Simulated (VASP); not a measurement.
A run of VASP 6.6.1 is set up as follows.

INCAR

```
PREC = Accurate
ENCUT = 600
EDIFF = 1E-6
ISMEAR = 0
SIGMA = 0.05
LREAL = F
LASPH = T
NELM = 60
ALGO = Normal
ISIF = 3
LWAVE = F
LCHARG = F
IBRION = 2
NSW = 80
EDIFFG = -0.01
```

Contents of KPOINTS:

```
Automatic mesh
0
Gamma
  6 6 6
```

The input POSCAR:

```
ZrO3
1.0
    4.0903062192      0.0000000000      0.0000000000
    0.0000000000      4.0903062192      0.0000000000
    0.0000000000      0.0000000000      4.0903062192
Zr O
1 3
Direct
    0.5000000000      0.5000000000      0.5000000000
    0.5000000000      0.5000000000      0.0000000000
    0.5000000000      0.0000000000      0.5000000000
    0.0000000000      0.5000000000      0.5000000000
```

Potentials or basis: VASP PAW LDA potentials, release 64 (Zr_sv, O).

Run with:

```bash
$ cat potpaw_LDA.64/Zr_sv/POTCAR potpaw_LDA.64/O/POTCAR > POTCAR
$ mpirun -np 1 vasp_std > vasp.out
```

Q: What does it give for the relaxed cell?

A: a = 4.093 Å, b = 4.093 Å, c = 4.093 Å, α = 90.00°, β = 90.00°, γ = 90.00°.

Q: Predict the space group after relaxing (to 0.1 Å).

A: Pm-3m (No. 221).

The path:
```
step  energy change (eV)  largest force (eV/Å)  pressure (GPa)  volume (Å³)
   1              0.0000                0.0000            0.28        68.43
   2              0.0000                0.0000           -0.27        68.73
   3             -0.0001                0.0000            0.00        68.58
```
